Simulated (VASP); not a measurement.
# TiC (Fm-3m) in VASP: a series of runs

The runs below take TiC through single point, relaxation of cell and atoms, with LDA.

Everything below comes from runs of VASP 6.6.1. Logs are shortened: lines on timing, memory, paths and dates and some standing lists are left out, and cuts for length are marked.

## Step 1: The cell of the first run

Symmetry: Fm-3m, No. 225, cubic system. The conventional cell has a = 4.261 Å, b = 4.261 Å, c = 4.261 Å, α = 90.00°, β = 90.00°, γ = 90.00°. Within 2.8 Å of Ti (site symmetry m-3m) lie 6 C at 2.13 Å. C (site symmetry m-3m) has 6 Ti at 2.13 Å within 2.8 Å.

## Step 2: Single point, LDA

Contents of INCAR:

```
SYSTEM = TiC
PREC     = Accurate       ! precision mode
ENCUT    = 520            ! plane-wave cutoff, eV
EDIFF    = 1E-6           ! SCF threshold, eV
ISMEAR   = 0              ! smearing method
SIGMA    = 0.1            ! smearing width, eV
LREAL    = .False.        ! projectors in reciprocal space
LASPH    = .True.         ! aspherical terms in the spheres
NELM     = 100            ! most SCF steps
ALGO     = Normal         ! electronic algorithm
ISIF     = 2              ! what is computed and relaxed
LWAVE    = .False.        ! write WAVECAR
LCHARG   = .False.        ! write CHGCAR
NBANDS   = 15             ! bands
```

Contents of KPOINTS:

```
regular mesh
0
Gamma
  14 14 14
  0 0 0
```

Contents of POSCAR:

```
TiC
1.0
    0.0000000000      2.1303899794      2.1303899794
    2.1303899794      0.0000000000      2.1303899794
    2.1303899794      2.1303899794      0.0000000000
Ti C
1 1
Direct
    0.0000000000      0.0000000000      0.0000000000
    0.5000000000      0.5000000000      0.5000000000
```

Potentials or basis: VASP PAW LDA potentials, release 64 (Ti_sv, C).

Command:

```
$ cat potpaw_LDA.64/Ti_sv/POTCAR potpaw_LDA.64/C/POTCAR > POTCAR
$ mpirun -np 1 vasp_std > vasp.out
```

OUTCAR:

```text
SYSTEM = TiC
   PREC = Accurate
   ENCUT = 520
   EDIFF = 1E-6
   ISMEAR = 0
   LREAL = .False.
   LASPH = .True.
   NELM = 100
   ISIF = 2

 ion  position               nearest neighbor table
   1  0.000  0.000  0.000-   2 2.13   2 2.13   2 2.13   2 2.13   2 2.13   2 2.13
   2  0.500  0.500  0.500-   1 2.13   1 2.13   1 2.13   1 2.13   1 2.13   1 2.13

  LATTYP: Found a face centered cubic cell.
 ALAT       =     4.2607799588

  Lattice vectors:

 A1 = (   0.0000000000,   2.1303899794,   2.1303899794)
 A2 = (   2.1303899794,   0.0000000000,   2.1303899794)
 A3 = (   2.1303899794,   2.1303899794,   0.0000000000)

Analysis of symmetry for initial positions (statically):
=====================================================================
 Subroutine PRICEL returns:
 Original cell was already a primitive cell.

 Routine SETGRP: Setting up the symmetry group for a
 face centered cubic supercell.

 Subroutine GETGRP returns: Found 48 space group operations
 (whereof 48 operations were pure point group operations)
 out of a pool of 48 trial point group operations.

The static configuration has the point symmetry O_h .

Analysis of symmetry for dynamics (positions and initial velocities):
=====================================================================
 Subroutine PRICEL returns:
 Original cell was already a primitive cell.

 Routine SETGRP: Setting up the symmetry group for a
 face centered cubic supercell.

 Subroutine GETGRP returns: Found 48 space group operations
 (whereof 48 operations were pure point group operations)
 out of a pool of 48 trial point group operations.

The dynamic configuration has the point symmetry O_h .

 Subroutine INISYM returns: Found 48 space group operations
 (whereof 48 operations are pure point group operations),
 and found     1 'primitive' translations

----------------------------------------------------------------------------------------

                                     Primitive cell

  volume of cell :      19.3378

  direct lattice vectors                    reciprocal lattice vectors
     0.000000000  2.130389979  2.130389979    -0.234698813  0.234698813  0.234698813
     2.130389979  0.000000000  2.130389979     0.234698813 -0.234698813  0.234698813
     2.130389979  2.130389979  0.000000000     0.234698813  0.234698813 -0.234698813

  length of vectors
     3.012826402  3.012826402  3.012826402     0.406510269  0.406510269  0.406510269

  position of ions in fractional coordinates (direct lattice)
     0.000000000  0.000000000  0.000000000
     0.500000000  0.500000000  0.500000000

  ion indices of the primitive-cell ions
   primitive index   ion index
                 1           1
                 2           2

----------------------------------------------------------------------------------------

 KPOINTS: regular mesh

Automatic generation of k-mesh.
 Grid dimensions read from file:
 generate k-points for:   14   14   14

 Generating k-lattice:

  Cartesian coordinates                     Fractional coordinates (reciprocal lattice)
    -0.016764201  0.016764201  0.016764201     0.071428571  0.000000000  0.000000000
     0.016764201 -0.016764201  0.016764201     0.000000000  0.071428571  0.000000000
     0.016764201  0.016764201 -0.016764201     0.000000000  0.000000000  0.071428571

  Length of vectors
     0.029036448  0.029036448  0.029036448

  Shift w.r.t. Gamma in fractional coordinates (k-lattice)
     0.000000000  0.000000000  0.000000000

 Subroutine IBZKPT returns following result:
 ===========================================

 Found    104 irreducible k-points:

 Following reciprocal coordinates:
            Coordinates               Weight
  0.000000  0.000000  0.000000      1.000000
  0.071429  0.000000  0.000000      8.000000
  0.142857  0.000000  0.000000      8.000000
  0.214286  0.000000  0.000000      8.000000
  0.285714  0.000000  0.000000      8.000000
  0.357143  0.000000  0.000000      8.000000
[... 16 lines left out ...]
  0.214286  0.142857  0.000000     24.000000
  0.285714  0.142857  0.000000     24.000000
 [... further k-points ...]
   k-points           NKPTS =    104   k-points in BZ     NKDIM =    104   number of bands    NBANDS=     15
   number of dos      NEDOS =    301   number of ions     NIONS =      2
   total plane-waves  NPLWV =  13824
   dimension x,y,z NGX =    24 NGY =   24 NGZ =   24
   dimension x,y,z NGXF=    48 NGYF=   48 NGZF=   48
   ions per type =               1   1
   NGX,Y,Z   is equivalent  to a cutoff of  13.24, 13.24, 13.24 a.u.
   NGXF,Y,Z  is equivalent  to a cutoff of  26.49, 26.49, 26.49 a.u.
 SYSTEM =  TiC
   PREC   = accura    normal or accurate (medium, high low for compatibility)
   ISTART =      0    job   : 0-new  1-cont  2-samecut
   ICHARG =      2    charge: 1-file 2-atom 10-const
   ISPIN  =      1    spin polarized calculation?
   LNONCOLLINEAR =      F non collinear calculations
   LSORBIT =      F    spin-orbit coupling
   LASPH  =      T    aspherical Exc in radial PAW
   ENCUT  =  520.0 eV  38.22 Ry    6.18 a.u.   5.60  5.60  5.60*2*pi/ulx,y,z
   NELM   =    100;   NELMIN=  2; NELMDL= -5     # of ELM steps
   EDIFF  = 0.1E-05   stopping-criterion for ELM
   LREAL  =      F    real-space projection
   EDIFFG = 0.1E-04   stopping-criterion for IOM
   NSW    =      0    number of steps for IOM
   IBRION =     -1    ionic relax: 0-MD 1-quasi-New 2-CG
   NFREE  =      0    steps in history (QN), initial steepest desc. (CG)
   ISIF   =      2    stress and relaxation
   ISYM   =      2    0-nonsym 1-usesym 2-fastsym
   POTIM  = 0.5000    time-step for ionic-motion
   TEBEG  =    0.0;   TEEND  =   0.0 temperature during run
   PSTRESS=    0.0 pullay stress
   NELECT =      16.0000    total number of electrons
   NUPDOWN=      -1.0000    fix difference up-down
   EMIN   =  10.00;   EMAX   =-10.00  energy-range for DOS
   EFERMI =   0.00;   METHOD = LEGACY
   ISMEAR =     0;   SIGMA  =   0.10  broadening in eV -4-tet -1-fermi 0-gaus
   EFERMI_NEDOS =   21; number of points for ismear=-14 and -15
   IALGO  =     38    algorithm
   IMIX   =      4    mixing-type and parameters
     AMIX     =   0.40;   BMIX     =  1.00
     AMIX_MAG =   1.60;   BMIX_MAG =  1.00
  volume/ion in A,a.u.               =       9.67        65.25
  Fermi-wavevector in a.u.,A,eV,Ry     =   1.536900  2.904321 32.137815  2.362063
  Thomas-Fermi vector in A             =   2.643484
   LORBIT       =      0    0 simple, 1 ext, 2 COOP (PROOUT), +10 PAW based schemes
   GGA     = CA    functional components
   LHFCALC =     F    Hartree Fock is set to
   AEXX    =    0.0000 exact exchange contribution
   IVDW    =     0    specifies the selected vdW correction
   LEPSILON=     F    determine dielectric tensor
   LRPA    =     F    only Hartree local field effects (RPA)
 non-spin polarized calculation
 Gauss-broadening in eV      SIGMA  =   0.10
  energy-cutoff  :      520.00
  volume of cell :       19.34
 maximum number of plane-waves:       544
   NGX = 11   NGY = 11   NGZ = 11

 number of electron      16.0000003 magnetization

 Free energy of the ion-electron system (eV)
  ---------------------------------------------------
  ext. energy  EPLUGINS =         0.00000000
  ---------------------------------------------------
  free energy    TOTEN  =       -20.53938078 eV

  energy without entropy =      -20.53777967  energy(sigma->0) =      -20.53858022

 E-fermi :   9.8220     XC(G=0): -13.2318

 val. band max:        9.8150759779   @ k =   0.3571   0.2857   0.0000
 cond. band min:       9.8655958589   @ k =   0.5000   0.5000   0.0000
 fundamental gap:      0.0505198810
 Fermi energy:         9.8220405607

 k-point     1 :       0.0000    0.0000    0.0000
  band No.  band energies     occupation
      1     -45.9113      2.00000
      2     -22.2874      2.00000
      3     -22.2874      2.00000
      4     -22.2874      2.00000
      5      -2.6055      2.00000
      6      10.4745      0.00000
      7      10.4745      0.00000
      8      10.4745      0.00000
      9      11.5807      0.00000
     10      11.5807      0.00000
     11      11.5807      0.00000
     12      11.6462      0.00000
     13      11.6462      0.00000
     14      21.1776      0.00000
     15      24.0731      0.00000

 k-point     2 :       0.0714    0.0000    0.0000
  band No.  band energies     occupation
      1     -45.9066      2.00000
      2     -22.3194      2.00000
      3     -22.2903      2.00000
      4     -22.2903      2.00000
      5      -2.4816      2.00000
      6       9.9184      0.17300
      7      10.1986      0.00000
      8      10.1986      0.00000
      9      10.8504      0.00000
     10      10.8504      0.00000
     11      11.8801      0.00000
     12      12.8338      0.00000
     13      12.8338      0.00000
     14      21.3674      0.00000
     15      24.1536      0.00000

 k-point     3 :       0.1429    0.0000    0.0000
  band No.  band energies     occupation
      1     -45.8932      2.00000
      2     -22.4081      2.00000
      3     -22.2985      2.00000
      4     -22.2985      2.00000
      5      -2.1208      2.00000
      6       8.8541      2.00000
      7       9.2734      2.00000
      8       9.2734      2.00000
      9      11.0097      0.00000
     10      11.0097      0.00000
     11      12.2753      0.00000
     12      14.1222      0.00000
     13      14.1222      0.00000
     14      21.7761      0.00000
     15      24.2556      0.00000
[... 343 lines left out ...]
 k-point    23 :       0.2143    0.1429    0.0000
  band No.  band energies     occupation
      1     -45.8727      2.00000
      2     -22.4794      2.00000
      3     -22.3452      2.00000
      4     -22.3384      2.00000
      5      -1.6062      2.00000
      6       7.3044      2.00000
      7       8.9447      2.00000
      8       9.2977      2.00000
      9      10.1863      0.00000
     10      11.9224      0.00000
     11      13.1976      0.00000
     12      13.6328      0.00000
     13      15.7270      0.00000
     14      22.6372      0.00000
     15      24.5339      0.00000

 k-point    24 :       0.2857    0.1429    0.0000
  band No.  band energies     occupation
      1     -45.8539      2.00000
      2     -22.5921      2.00000
      3     -22.3620      2.00000
      4     -22.3516      2.00000
      5      -1.0595      2.00000
      6       6.5499      2.00000
      7       8.0860      2.00000
      8       8.6580      2.00000
      9      10.6327      0.00000
     10      12.2395      0.00000
     11      13.4214      0.00000
     12      14.6027      0.00000
     13      16.6334      0.00000
     14      22.5564      0.00000
     15      24.6455      0.00000

 [... further k-points ...]
[... 5 lines left out ...]
  --------------------------------------------------------------------------------------
  -------------------------------------------------------------------------------------
  Total        0.0848178      0.0848178      0.0848178     -0.0000000     -0.0000000     -0.0000000
  in kB        7.0273288      7.0273288      7.0273288     -0.0000000     -0.0000000     -0.0000000
  external PRESSURE =       7.0273288 kB  Pullay stress =       0.0000000 kB

 VOLUME and BASIS-vectors are now :
 -----------------------------------------------------------------------------
  energy-cutoff  :      520.00
  volume of cell :       19.34
      direct lattice vectors                 reciprocal lattice vectors
     0.000000000  2.130389979  2.130389979    -0.234698813  0.234698813  0.234698813
     2.130389979  0.000000000  2.130389979     0.234698813 -0.234698813  0.234698813
     2.130389979  2.130389979  0.000000000     0.234698813  0.234698813 -0.234698813

 POSITION                                       TOTAL-FORCE (eV/Angst)
 -----------------------------------------------------------------------------------
      0.00000      0.00000      0.00000         0.000000      0.000000      0.000000
      2.13039      2.13039      2.13039         0.000000      0.000000      0.000000
 -----------------------------------------------------------------------------------
    total drift:                                0.000000     -0.000000     -0.000000

  FREE ENERGIE OF THE ION-ELECTRON SYSTEM (eV)
  ---------------------------------------------------
  free  energy   TOTEN  =       -20.5393807777 eV

  energy  without entropy=      -20.5377796674  energy(sigma->0) =      -20.53858022
```

Run time: 20 s. Hardware: 1 thread of Intel Xeon 8259CL, shared host; peak memory 0.15 GiB.

Results:

- Free energy: -20.5394 eV
- Pressure: 0.7 GPa
- Band gap on the k mesh: zero (bands 8 and 9 overlap by 1.05 eV)

Levels at points of the mesh, in eV from the Fermi level:
```
           k point  band 5  band 6  band 7  band 8  band 9  band 10  band 11  band 12
(0.00, 0.00, 0.00)  -12.43    0.65    0.65    0.65    1.76     1.76     1.76     1.82
(0.50, 0.00, 0.00)   -8.65   -6.04   -3.05   -3.05    3.08     3.08     4.36     8.56
(0.50, 0.50, 0.00)  -10.11   -3.39   -1.82    0.04    0.04     2.91     3.72     3.72
```

## Step 3: Single point, LDA

Contents of INCAR:

```
SYSTEM = TiC
  PREC = Accurate
  ENCUT = 520
  EDIFF = 1E-6
  ISMEAR = -1
  SIGMA = 0.15
  LREAL = .False.
  LASPH = .True.
  NELM = 80
  ALGO = Normal
  ISIF = 2
  LWAVE = .False.
  LCHARG = .True.
  LELF = .True.
  LVHAR = .True.
  NBANDS = 15
```

Contents of KPOINTS:

```
Automatic mesh
0
Gamma
  16 16 16
  0 0 0
```

Contents of POSCAR:

```
TiC
1.0
    0.0000000000      2.1305996452      2.1305996452
    2.1305996452      0.0000000000      2.1305996452
    2.1305996452      2.1305996452      0.0000000000
Ti C
1 1
Direct
    0.0000000000      0.0000000000      0.0000000000
    0.5000000000      0.5000000000      0.5000000000
```

Potentials or basis: VASP PAW LDA potentials, release 64 (Ti_sv, C).

Command:

```
$ cat potpaw_LDA.64/Ti_sv/POTCAR potpaw_LDA.64/C/POTCAR > POTCAR
$ mpirun -np 1 vasp_std > vasp.out
```

OUTCAR:

```text
SYSTEM = TiC
   PREC = Accurate
   ENCUT = 520
   EDIFF = 1E-6
   ISMEAR = -1
   LREAL = .False.
   LASPH = .True.
   NELM = 80
   ISIF = 2

 ion  position               nearest neighbor table
   1  0.000  0.000  0.000-   2 2.13   2 2.13   2 2.13   2 2.13   2 2.13   2 2.13
   2  0.500  0.500  0.500-   1 2.13   1 2.13   1 2.13   1 2.13   1 2.13   1 2.13

  LATTYP: Found a face centered cubic cell.
 ALAT       =     4.2611992904

  Lattice vectors:

 A1 = (   0.0000000000,   2.1305996452,   2.1305996452)
 A2 = (   2.1305996452,   0.0000000000,   2.1305996452)
 A3 = (   2.1305996452,   2.1305996452,   0.0000000000)
[... 608 lines left out ...]
     12      12.8152      0.00000
     13      13.7129      0.00000
     14      21.5414      0.00000
     15      24.2104      0.00000

 [... further k-points ...]
[... 5 lines left out ...]
  --------------------------------------------------------------------------------------
  -------------------------------------------------------------------------------------
  Total        0.0856264      0.0856264      0.0856264      0.0000000      0.0000000     -0.0000000
  in kB        7.0922272      7.0922272      7.0922272      0.0000000      0.0000000     -0.0000000
  external PRESSURE =       7.0922272 kB  Pullay stress =       0.0000000 kB

 VOLUME and BASIS-vectors are now :
 -----------------------------------------------------------------------------
  energy-cutoff  :      520.00
  volume of cell :       19.34
      direct lattice vectors                 reciprocal lattice vectors
     0.000000000  2.130599645  2.130599645    -0.234675717  0.234675717  0.234675717
     2.130599645  0.000000000  2.130599645     0.234675717 -0.234675717  0.234675717
     2.130599645  2.130599645  0.000000000     0.234675717  0.234675717 -0.234675717

 POSITION                                       TOTAL-FORCE (eV/Angst)
 -----------------------------------------------------------------------------------
      0.00000      0.00000      0.00000         0.000000     -0.000000     -0.000000
      2.13060      2.13060      2.13060        -0.000000      0.000000      0.000000
 -----------------------------------------------------------------------------------
    total drift:                                0.000000     -0.000000     -0.000000

  FREE ENERGIE OF THE ION-ELECTRON SYSTEM (eV)
  ---------------------------------------------------
  free  energy   TOTEN  =       -20.5502420417 eV

  energy  without entropy=      -20.5257357659  energy(sigma->0) =      -20.53798890
```

It took 34 s on 1 thread of Intel Xeon 8259CL, shared host; peak memory 0.16 GiB.

Results:

```yaml
Free_energy: -20.5502 eV
Pressure: 0.7 GPa
Band_gap_on_the_k_mesh: zero (bands 8 and 9 overlap by 1.07 eV)
```

## Step 4: Relaxation of cell and atoms, LDA

Contents of INCAR:

```
SYSTEM = TiC
PREC = Accurate
ENCUT = 600
EDIFF = 1E-6
ISMEAR = 0
SIGMA = 0.1
LREAL = .FALSE.
LASPH = .TRUE.
NELM = 100
ALGO = Normal
ISIF = 3
LWAVE = .FALSE.
LCHARG = .FALSE.
IBRION = 2
NSW = 100
EDIFFG = -0.002
```

Contents of KPOINTS:

```
Automatic mesh
0
G
  14 14 14
  0 0 0
```

Contents of POSCAR:

```
TiC
1.0
    0.0000000000      2.1303899794      2.1303899794
    2.1303899794      0.0000000000      2.1303899794
    2.1303899794      2.1303899794      0.0000000000
Ti C
1 1
Direct
    0.0000000000      0.0000000000      0.0000000000
    0.5000000000      0.5000000000      0.5000000000
```

Command:

```
$ cat potpaw_LDA.64/Ti_sv/POTCAR potpaw_LDA.64/C/POTCAR > POTCAR
$ mpirun -np 1 vasp_std > vasp.out
```

Wall time 59 s (1 thread of Intel Xeon 8259CL, shared host); peak memory 0.15 GiB.

It converged, with:

```yaml
Free_energy: -20.5402 eV
Relaxed_volume: 9.69 Å³/atom
Relaxed_cell: a = 3.015 Å, b = 3.015 Å, c = 3.015 Å, α = 60.00°, β = 60.00°, γ = 60.00°
Space_group_after_relaxing_to_0.1_Å: Fm-3m (No. 225)
Energy_gained_by_relaxing: 0.0 meV/atom
Ionic_steps: 3
Pressure_after_relaxing: 0.0 GPa
Band_gap_on_the_k_mesh: zero (bands 8 and 9 overlap by 1.05 eV)
```

Final structure:
```
CELL_PARAMETERS angstrom
0.00000 2.13188 2.13188
2.13188 0.00000 2.13188
2.13188 2.13188 0.00000
ATOMIC_POSITIONS crystal
Ti 0.00000 0.00000 0.00000
C 0.50000 0.50000 0.50000
```

Levels at points of the mesh, in eV from the Fermi level:
| k point | band 4 | band 5 | band 6 | band 7 | band 8 | band 9 | band 10 | band 11 | band 12 |
| --- | --- | --- | --- | --- | --- | --- | --- | --- | --- |
| (0.00, 0.00, 0.00) | -32.12 | -12.42 | 0.65 | 0.65 | 0.65 | 1.76 | 1.76 | 1.76 | 1.82 |
| (0.50, 0.00, 0.00) | -32.17 | -8.65 | -6.03 | -3.04 | -3.04 | 3.07 | 3.07 | 4.35 | 8.55 |
| (0.50, 0.50, 0.00) | -32.32 | -10.11 | -3.39 | -1.81 | 0.04 | 0.04 | 2.90 | 3.71 | 3.71 |

## Step 5: Overview

| task | cell | k mesh | cutoff (eV) | smearing | gap on the mesh (eV) | pressure (GPa) |
| --- | --- | --- | --- | --- | --- | --- |
| single point | a = 3.013 Å, angles 60.0°, 2 atoms | 14 × 14 × 14 | 520 | gaussian 0.1 eV | none | 0.7 |
| single point | a = 3.013 Å, angles 60.0°, 2 atoms | 16 × 16 × 16 | 520 | fermi-dirac 0.15 eV | none | 0.7 |
| relaxation of cell and atoms | relaxed from a = 3.013 Å, angles 60.0°, 2 atoms | 14 × 14 × 14 | 600 | gaussian 0.1 eV | none | 0.0 |

Alike in all rows: level LDA; potentials or basis VASP PAW LDA potentials, release 64 (Ti_sv, C); no spin polarisation.

Total energies depend on the potentials used, so only differences within one code and one set of settings carry meaning.
